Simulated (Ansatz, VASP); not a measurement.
**One calculation of BN, two programs**

The input POSCAR:

```
BN
1.0
    2.5439665232      0.0000000000     -0.0381594978
   -1.2719832616      2.2031396355      0.0190797489
   -0.0631161740      0.0000000000      4.2077449317
B N
2 2
Direct
    0.6666666667      0.3333333333      0.9997995909
    0.3333333333      0.6666666667      0.4997995909
    0.6666666667      0.3333333333      0.6252004091
    0.3333333333      0.6666666667      0.1252004091
```

File INCAR.step1:

```
SYSTEM = BN
  PREC = Accurate
  ENCUT = 520
  ISMEAR = 0
  SIGMA = 0.05
  LREAL = .FALSE.
  LASPH = .TRUE.
  NELM = 80
  NBANDS = 16
  GGA = PE
  ALGO = Normal
  EDIFF = 1E-4
  LWAVE = .TRUE.
  LCHARG = .FALSE.
```

Contents of INCAR.step2:

```
SYSTEM = BN
  PREC = Accurate
  ENCUT = 520
  EDIFF = 1E-6
  ISMEAR = 0
  SIGMA = 0.05
  LREAL = .FALSE.
  LASPH = .TRUE.
  NELM = 80
  ALGO = Normal
  ISIF = 2
  LWAVE = .FALSE.
  LCHARG = .FALSE.
  METAGGA = R2SCAN
  LMIXTAU = .TRUE.
  NBANDS = 16
  ISTART = 1
```

Contents of KPOINTS:

```
Automatic mesh
0
G
  12 12 6
  0 0 0
```

Input for Ansatz:

```yaml
crystal:
  lattice:
    - [2.5439665232, 0.0, -0.0381594978]
    - [-1.2719832616, 2.2031396355, 0.0190797489]
    - [-0.063116174, 0.0, 4.2077449317]
  atoms:
    - { symbol: B, position: [0.6666666667, 0.3333333333, 0.9997995909] }
    - { symbol: B, position: [0.3333333333, 0.6666666667, 0.4997995909] }
    - { symbol: "N", position: [0.6666666667, 0.3333333333, 0.6252004091] }
    - { symbol: "N", position: [0.3333333333, 0.6666666667, 0.1252004091] }
basis:
  ecutwfc: 500
kpoints:
  mp_grid: { grid: [12, 12, 6] }
hamiltonian:
  xc: r2scan
scf:
  occupations: { method: gaussian, width: 0.05 }
output:
  forces: true
  stress: true
  eigenvalues: true
```

Change from the starting cell: strain -0.0300 x Voigt [0, 0, 0, 0, 1, 0], atoms carried along.

Alike in both runs: task single point; functional r2SCAN; k mesh 12 × 12 × 6; occupations gaussian, width 0.05 eV; no spin polarisation.

```csv
,VASP,Ansatz
version,VASP 6.6.1,Ansatz 0.2.0
potentials or method,"VASP PAW PBE potentials, release 64 (B, N), cutoff 520 eV","scalar-relativistic, plane waves, PAW"
valence electrons in the cell,16,16
```

|  | VASP | Ansatz | Ansatz less VASP |
| --- | --- | --- | --- |
| gap on the k mesh at the Fermi level (eV) | 5.68 | 5.71 | +0.034 |
| least direct gap on the mesh (eV) | 8.93 | 8.96 | +0.028 |
| pressure (GPa) | 1.3 | 0.2 | -1.11 |
| traceless stress, the component that is largest in VASP (GPa) | 10.58 | 10.57 | -0.008 |
| rms of the force components (eV/Å) | 0.039 | 0.037 | -0.0024 |

VASP's potentials were made for PBE, not for r2SCAN. Atom by atom the forces differ by 0.003 eV/Å (rms over components). With one functional, cell and mesh, what is left measures potentials, basis and numerics.
